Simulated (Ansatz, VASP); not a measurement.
## One calculation of MoS2, two programs

File INCAR:

```
PREC = Accurate
ENCUT = 600
EDIFF = 1E-6
ISMEAR = 0
SIGMA = 0.02
LREAL = F
LASPH = T
NELM = 60
ALGO = Normal
ISIF = 3
LWAVE = F
LCHARG = F
GGA = PE
IVDW = 12
IBRION = 2
NSW = 90
EDIFFG = -0.02
```

Contents of KPOINTS:

```
regular mesh
0
Gamma
  12 12 2
```

POSCAR

```
MoS2
1.0
    3.1690000000      0.0000000000      0.0000000000
   -1.5845000000      2.7444345046      0.0000000000
    0.0000000000      0.0000000000     12.3240000000
Mo S
2 4
Direct
    0.3333333333      0.6666666667      0.2500000000
    0.6666666667      0.3333333333      0.7500000000
    0.3333333333      0.6666666667      0.6230000000
    0.6666666667      0.3333333333      0.1230000000
    0.3333333333      0.6666666667      0.8770000000
    0.6666666667      0.3333333333      0.3770000000
```

Input for Ansatz:

```yaml
crystal:
  lattice:
    - [3.169, 0.0, 0.0]
    - [-1.5845, 2.7444345046, 0.0]
    - [0.0, 0.0, 12.324]
  atoms:
    - { symbol: Mo, position: [0.3333333333, 0.6666666667, 0.25] }
    - { symbol: Mo, position: [0.6666666667, 0.3333333333, 0.75] }
    - { symbol: S, position: [0.3333333333, 0.6666666667, 0.623] }
    - { symbol: S, position: [0.6666666667, 0.3333333333, 0.123] }
    - { symbol: S, position: [0.3333333333, 0.6666666667, 0.877] }
    - { symbol: S, position: [0.6666666667, 0.3333333333, 0.377] }
basis:
  ecutwfc: 420
kpoints:
  mp_grid: { grid: [12, 12, 2] }
hamiltonian:
  xc: pbe
  dispersion: d3bj
scf:
  occupations: { method: gaussian, width: 0.02 }
output:
  forces: true
  stress: true
  eigenvalues: true
relax:
  adjacent_minimum: "off"
  f_tol: 0.02
  max_steps: 70
  cell: { stress_tol: 0.1 }
```

Alike in both runs: task relaxation of cell and atoms; functional PBE; dispersion D3(BJ); k mesh 12 × 12 × 2; occupations gaussian, width 0.02 eV; no spin polarisation.

```csv
,VASP,Ansatz
version,VASP 6.6.1,Ansatz 0.2.0
potentials or method,"VASP PAW PBE potentials, release 64 (Mo_sv, S), cutoff 600 eV","scalar-relativistic, plane waves, PAW"
valence electrons in the cell,52,52
```

VASP gave:

* gap on the k mesh at the Fermi level, each at its own relaxed structure (eV): 0.80
* relaxed volume (Å³/atom): 17.31
* relaxed length of the cell vector where the two differ most in proportion (Å): 3.149

Task: Which values does Ansatz return?

Result: gap on the k mesh at the Fermi level, each at its own relaxed structure (eV): 0.79; relaxed volume (Å³/atom): 17.31; relaxed length of the cell vector where the two differ most in proportion (Å): 3.149.
